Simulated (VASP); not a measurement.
Here is a VASP 6.6.1 calculation.

Contents of INCAR:

```
PREC = Accurate
ENCUT = 600
EDIFF = 1E-6
ISMEAR = 0
SIGMA = 0.02
LREAL = False
LASPH = True
NELM = 120
ALGO = Normal
ISIF = 2
LWAVE = False
LCHARG = False
GGA = PS
NBANDS = 28
GGA_COMPAT = False
```

The input KPOINTS:

```
regular mesh
0
Gamma
  8 8 8
```

POSCAR

```
SrTiO3
1.0
    4.0045172971      0.0000000000      0.0000000000
    0.0000000000      4.0045172971      0.0000000000
    0.0000000000      0.0000000000      4.0045172971
Sr Ti O
1 1 3
Direct
    0.5000000000      0.5000000000      0.5000000000
    0.0000000000      0.0000000000      0.0000000000
    0.5000000000      0.0000000000      0.0000000000
    0.0000000000      0.5000000000      0.0000000000
    0.0000000000      0.0000000000      0.5000000000
```

Potentials or basis: VASP PAW PBE potentials, release 64 (Sr_sv, Ti_sv, O).

Run with:

```console
$ cat potpaw_PBE.64/Sr_sv/POTCAR potpaw_PBE.64/Ti_sv/POTCAR potpaw_PBE.64/O/POTCAR > POTCAR
$ mpirun -np 1 vasp_std > vasp.out
```

**Question.** Estimate the pressure.

**Answer.** -12.9 GPa.

**Question.** Predict the band gap on the k mesh.

**Answer.** 1.67 eV (least direct gap 2.06 eV).

Caveat: the cell stands under tension; the PAW data sets were made with another functional, which shifts forces and pressure a little. A k mesh can miss the band edges.
